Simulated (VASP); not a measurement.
ZrAgPdCl2: single point with PBE+D3(BJ)

Sheet: ZrAgPdCl2, a sheet with vacuum.

```xyz
5
Lattice="3.1513 0.0000 0.0000 -1.5757 2.7291 0.0000 0.0000 0.0000 39.7261" Properties=species:S:1:pos:R:3 pbc="T T T"
Zr    0.0000    1.8194   13.3464
Ag    0.0000    0.0000    6.9758
Pd    1.5757    0.9097    9.0468
Cl    1.5757    0.9097   11.5018
Cl    0.0000    0.0000   15.1991
```

```yaml
Program: VASP 6.6.1
Task: single point
Functional: PBE
Dispersion: D3(BJ)
Potentials_or_basis: VASP PAW PBE potentials, release 64 (Zr_sv, Ag, Pd, Cl)
Cutoff: 520 eV
k_mesh: 12 × 12 × 1
Occupations: gaussian, width 0.1 eV
Spin: no spin polarisation
Dipole_correction: yes
Further_INCAR_settings: ALGO = Normal; EDIFF = 1e-06; NBANDS = 32
```

```
Largest force              : 0.071 eV/Å
Dispersion energy per atom : -0.349 eV
```

Forces on the atoms (eV/Å):
```
Zr   0.000  0.000  0.071
Ag   0.000  0.000 -0.006
Pd   0.000  0.000  0.005
Cl   0.000  0.000 -0.051
Cl   0.000  0.000 -0.019
```

Levels at points of the mesh, in eV from the Fermi level:
```tsv
k point	band 19	band 20	band 21	band 22	band 23	band 24	band 25	band 26	band 27	band 28
(0.00, 0.00, 0.00)	-2.31	-1.74	-1.41	-1.41	-0.71	-0.71	0.43	0.92	0.92	2.91
(0.50, 0.00, 0.00)	-2.26	-1.83	-0.89	-0.77	-0.19	1.43	2.19	3.15	3.30	3.68
```

It took 3.4 min on 1 thread of Intel(R) Xeon(R) 6975P-C (Granite Rapids), on a shared host, peak memory 0.61 GiB.

Caveat: an odd number of electrons without spin polarisation forces a metal; a magnetic or distorted state may lie lower.
